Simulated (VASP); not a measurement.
InAs3, 4 atoms in the cell. Symmetry: P4/mmm, No. 123, tetragonal system. Conventional cell: a = 4.857 Å, b = 4.857 Å, c = 3.537 Å, α = 90.00°, β = 90.00°, γ = 90.00°. Within 4.0 Å of In (site symmetry 4/mmm) lie 12 As at 3.00 to 3.43 Å and 2 In at 3.54 Å. Within 4.0 Å of As (site symmetry mmm) lie 4 In at 3.00 Å and 10 As at 3.00 to 3.54 Å. As (site symmetry 4/mmm) has 10 As at 3.00 to 3.54 Å and 4 In at 3.43 Å within 4.0 Å. 

- Program: VASP 6.6.1
- Task: single point
- Functional: PBE
- Potentials or basis: VASP PAW PBE potentials, release 64 (In_d, As)
- Cutoff: 520 eV
- k mesh: 12 × 12 × 12
- Occupations: gaussian, width 0.1 eV
- Spin: no spin polarisation
- Dipole correction: no
- Further INCAR settings: ALGO = Normal; EDIFF = 1e-06; NBANDS = 22

Potentials or basis: VASP PAW PBE potentials, release 64 (In_d, As).

Run with:

```console
$ cat potpaw_PBE.64/In_d/POTCAR potpaw_PBE.64/As/POTCAR > POTCAR
$ mpirun -np 1 vasp_std > vasp.out
```

Hardware: 1 thread of Intel Xeon 8259CL (shared host).

Question: Estimate the wall time of this run.

Answer: Wall time 4.6 min on 1 thread of Intel Xeon 8259CL, on a shared host, peak memory 0.43 GiB. Counts: scf iterations 12, k points 196.
